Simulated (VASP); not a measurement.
Here is a VASP 6.6.1 calculation.

INCAR

```
  ALGO = Normal
  EDIFF = 1E-6
  ENCUT = 520
  GGA = CA
  ISIF = 2
  ISMEAR = -1
  LASPH = True
  LCHARG = True
  LELF = True
  LREAL = False
  LVHAR = True
  LWAVE = False
  NBANDS = 24
  NELM = 60
  PREC = Accurate
  SIGMA = 0.05
```

File KPOINTS:

```
k-points
0
Gamma
  8 8 11
```

POSCAR

```
Sc
1.0
    4.5113821790      0.0000000000      0.0000000000
   -2.2556910895      3.9069715732      0.0000000000
    0.0000000000      0.0000000000      2.7208130944
Sc
3
Direct
    0.0000000000      0.0000000000      0.0000000000
    0.3333333333      0.6666666667      0.5000000000
    0.6666666667      0.3333333333      0.5000000000
```

Potentials or basis: VASP PAW LDA potentials, release 64 (Sc_sv).

Launch:

```sh
$ cat potpaw_LDA.64/Sc_sv/POTCAR > POTCAR
$ mpirun -np 1 vasp_std > vasp.out
```

Estimate the pressure.

32.4 GPa.
